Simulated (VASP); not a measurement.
# Al (P6_3/mmc) in VASP: further runs, part 2 of 2

VASP 6.6.1. The steps go on from the part before.

**4. Single point, PBEsol+D3(BJ)**

This run uses another cell than the first one, of 18.11 Å³/atom, 1.014 times its volume.

File INCAR:

```
SYSTEM = Al
ALGO     = Fast           ! electronic algorithm
EDIFF    = 1E-6           ! SCF threshold, eV
ENCUT    = 520            ! plane-wave cutoff, eV
GGA      = PS             ! functional
ISIF     = 2              ! what is computed and relaxed
ISMEAR   = 0              ! smearing method
IVDW     = 12             ! dispersion correction
LASPH    = .True.         ! aspherical terms in the spheres
LCHARG   = .False.        ! write CHGCAR
LREAL    = .False.        ! projectors in reciprocal space
LWAVE    = .False.        ! write WAVECAR
NBANDS   = 14             ! bands
NELM     = 60             ! most SCF steps
PREC     = Accurate       ! precision mode
SIGMA    = 0.15           ! smearing width, eV
```

File KPOINTS:

```
k-points
0
Gamma
  18 18 6
  0 0 0
```

File POSCAR:

```
Al
1.0
    2.7354000000      0.0000000000      0.0000000000
   -1.3677000000      2.3689258895      0.0000000000
    0.0000000000      0.0000000000     11.1775000000
Al
4
Direct
    0.0000000000      0.0000000000      0.0000000000
    0.3333333333      0.6666666667      0.2500000000
    0.0000000000      0.0000000000      0.5000000000
    0.6666666667      0.3333333333      0.7500000000
```

Potentials or basis: VASP PAW PBE potentials, release 64 (Al).

Started as:

```bash
> cat potpaw_PBE.64/Al/POTCAR > POTCAR
> mpirun -np 1 vasp_std > vasp.out
```

OUTCAR:

```text
SYSTEM = Al
   EDIFF = 1E-6
   ENCUT = 520
   GGA = PS
   ISIF = 2
   ISMEAR = 0
   IVDW = 12
   LASPH = .True.
   LREAL = .False.
   NELM = 60
   PREC = Accurate
 IVDW          = 12

 ion  position               nearest neighbor table
   1  0.000  0.000  0.000-   2 3.21   4 3.21   2 3.21   4 3.21   4 3.21   2 3.21
   2  0.333  0.667  0.250-   1 3.21   3 3.21   1 3.21   3 3.21   1 3.21   3 3.21
   3  0.000  0.000  0.500-   2 3.21   4 3.21   2 3.21   4 3.21   4 3.21   2 3.21
   4  0.667  0.333  0.750-   1 3.21   3 3.21   1 3.21   3 3.21   1 3.21   3 3.21

  LATTYP: Found a hexagonal cell.
 ALAT       =     2.7354000000
 C/A-ratio  =     4.0862396724

  Lattice vectors:

 A1 = (   2.7354000000,   0.0000000000,   0.0000000000)
 A2 = (  -1.3677000000,   2.3689258895,   0.0000000000)
 A3 = (   0.0000000000,   0.0000000000,  11.1775000000)

Analysis of symmetry for initial positions (statically):
=====================================================================
 Subroutine PRICEL returns:
 Original cell was already a primitive cell.

 Routine SETGRP: Setting up the symmetry group for a
 hexagonal supercell.

 Subroutine GETGRP returns: Found 24 space group operations
[... 193 lines left out ...]
     13      20.2451      0.00000
     14      20.7285      0.00000
[... 377 lines left out ...]
      1       1.7781      2.00000
      2       2.8600      2.00000
      3       2.8670      2.00000
      4       4.4231      2.00000
      5       5.4067      2.00000
      6       5.7209      2.00000
      7       6.0973      2.00000
      8       7.2067      0.00787
      9       8.2713      0.00000
     10       9.9724      0.00000
     11      11.3329      0.00000
     12      11.6724      0.00000
     13      12.2028      0.00000
     14      12.7444      0.00000

 [... further k-points ...]

------------------------ aborting loop because EDIFF is reached ----------------------------------------

 Edisp (eV)   -1.15325

 E8    (eV) :    -0.7760

  FORCE on cell =-STRESS in cart. coord.  units (eV):
  Direction    XX          YY          ZZ          XY          YZ          ZX
  --------------------------------------------------------------------------------------
  -------------------------------------------------------------------------------------
  Total      -0.84339    -0.84339    -5.84676     0.00000     0.00000    -0.00000
  in kB     -18.65620   -18.65620  -129.33285     0.00000     0.00000    -0.00000
  external pressure =      -55.55 kB  Pullay stress =        0.00 kB

 VOLUME and BASIS-vectors are now :
 -----------------------------------------------------------------------------
  energy-cutoff  :      520.00
  volume of cell :       72.43
      direct lattice vectors                 reciprocal lattice vectors
     2.735400000  0.000000000  0.000000000     0.365577246  0.211066122  0.000000000
    -1.367700000  2.368925889  0.000000000     0.000000000  0.422132243  0.000000000
     0.000000000  0.000000000 11.177500000     0.000000000  0.000000000  0.089465444

 POSITION                                       TOTAL-FORCE (eV/Angst)
 -----------------------------------------------------------------------------------
      0.00000      0.00000      0.00000        -0.000000     -0.000000      0.000000
     -0.00000      1.57928      2.79438         0.000000     -0.000000      0.000000
      0.00000      0.00000      5.58875        -0.000000     -0.000000      0.000000
      1.36770      0.78964      8.38312        -0.000000      0.000000     -0.000000
 -----------------------------------------------------------------------------------
    total drift:                               -0.000000      0.000000     -0.000000

  FREE ENERGIE OF THE ION-ELECTRON SYSTEM (eV)
  ---------------------------------------------------
  free  energy   TOTEN  =       -16.9675741954 eV

  energy  without entropy=      -16.9479952290  energy(sigma->0) =      -16.95778471
```

OSZICAR:

```text
N       E                     dE             d eps       ncg     rms          rms(c)
DAV:   1     0.481423152893E+01    0.48142E+01   -0.40441E+03  4144   0.647E+02
DAV:   2    -0.152284968111E+02   -0.20043E+02   -0.18505E+02  5296   0.857E+01
DAV:   3    -0.159473567559E+02   -0.71886E+00   -0.69443E+00  5690   0.130E+01
DAV:   4    -0.159544772566E+02   -0.71205E-02   -0.71128E-02  4886   0.152E+00
DAV:   5    -0.159545580252E+02   -0.80769E-04   -0.80767E-04  5702   0.177E-01    0.281E+00
RMM:   6    -0.158666997493E+02    0.87858E-01   -0.13962E-02  4167   0.529E-01    0.162E+00
RMM:   7    -0.158148314849E+02    0.51868E-01   -0.30418E-02  4404   0.793E-01    0.187E-01
RMM:   8    -0.158143158516E+02    0.51563E-03   -0.17465E-03  4743   0.248E-01    0.496E-02
RMM:   9    -0.158143241996E+02   -0.83480E-05   -0.30734E-04  4993   0.107E-01    0.397E-02
RMM:  10    -0.158143370118E+02   -0.12812E-04   -0.49037E-05  4945   0.476E-02    0.609E-02
RMM:  11    -0.158143240242E+02    0.12988E-04   -0.32026E-05  4806   0.293E-02    0.199E-02
RMM:  12    -0.158143243821E+02   -0.35791E-06   -0.51158E-06  4882   0.139E-02
   1 F= -.16967574E+02 E0= -.16957785E+02  d E =-.195790E-01
```

Run time: 63 s. Hardware: 1 thread of AMD EPYC 9R45 (Zen 5), shared host; peak memory 0.23 GiB.

Results:

| Property | Result |
| --- | --- |
| Free energy | -16.9676 eV |
| Pressure | -5.6 GPa |
| Band gap on the k mesh | zero (band 6 reaches 8.96 eV, above the bottom of band 7 at 5.72 eV) |
| Dispersion energy per atom | -0.288 eV |

Caveat: the PAW data sets were made with another functional, which shifts forces and pressure a little; pairwise dispersion overbinds metals, which lowers pressure and volume.

**5. Single point, PBEsol+D3(BJ)**

This run uses another cell than the first one, of 11.67 Å³/atom, 0.654 times its volume.

File INCAR:

```
PREC = Accurate
ENCUT = 520
EDIFF = 1E-7
ISMEAR = 0
SIGMA = 0.15
LREAL = F
LASPH = T
NELM = 100
ALGO = Fast
ISIF = 2
LWAVE = F
LCHARG = T
GGA = PS
IVDW = 12
LELF = T
LVHAR = T
NBANDS = 14
```

File KPOINTS:

```
regular mesh
0
Gamma
  18 18 6
```

Changes to POSCAR since step 4:

```diff
@@ -4,3 +4,3 @@
    -1.3677000000      2.3689258895      0.0000000000
-    0.0000000000      0.0000000000     11.1775000000
+    0.0000000000      0.0000000000      7.2065000000
 Al
```

Started as:

```bash
> cat potpaw_PBE.64/Al/POTCAR > POTCAR
> mpirun -np 1 vasp_std > vasp.out
```

It took 43 s on 1 thread of AMD EPYC 9R45 (Zen 5), shared host; peak memory 0.18 GiB.

The run converged. Its results:

* Free energy: -14.5394 eV
* Pressure: 57.9 GPa
* Band gap on the k mesh: zero (band 6 reaches 20.98 eV, above the bottom of band 7 at 9.63 eV)
* Dispersion energy per atom: -0.450 eV

Stress tensor (GPa, compression positive):
```
39.54  0.00  0.00
 0.00 39.54  0.00
 0.00  0.00 94.59
```

Levels at points of the mesh, in eV from the Fermi level:
```
           k point  band 3  band 4  band 5  band 6  band 7  band 8  band 9  band 10
(0.00, 0.00, 0.00)  -10.80   -3.73   -1.79    9.05    9.47    9.75    9.75     9.87
(0.50, 0.00, 0.00)   -5.18   -5.09   -4.00   -3.95    1.85    2.09    3.08     4.30
(0.00, 0.00, 0.50)   -7.44   -7.44    2.96    2.96   10.17   10.17   10.17    10.17
(0.50, 0.00, 0.50)   -6.50   -6.50   -1.71   -1.71   -0.92   -0.92    5.04     5.04
```

Caveat: the PAW data sets were made with another functional, which shifts forces and pressure a little; pairwise dispersion overbinds metals, which lowers pressure and volume.

**6. Overview**

```tsv
cell	gap on the mesh (eV)	pressure (GPa)
a = 2.801, b = 2.801, c = 10.516 Å, angles 90.0, 90.0, 120.0°, 4 atoms	none	-7.3
a = 2.605, b = 2.605, c = 7.868 Å, angles 90.0, 90.0, 120.0°, 4 atoms	none	52.8
a = 2.735, b = 2.735, c = 11.178 Å, angles 90.0, 90.0, 120.0°, 4 atoms	none	-5.6
a = 2.735, b = 2.735, c = 7.207 Å, angles 90.0, 90.0, 120.0°, 4 atoms	none	57.9
```

Alike in all rows: task single point; level PBEsol+D3(BJ); potentials or basis VASP PAW PBE potentials, release 64 (Al); no spin polarisation; k mesh 18 × 18 × 6; cutoff (eV) 520; smearing gaussian 0.15 eV.

Caveats: the PAW data sets were made with another functional, which shifts forces and pressure a little; pairwise dispersion overbinds metals, which lowers pressure and volume.

Total energies depend on the potentials used, so only differences within one code and one set of settings carry meaning.
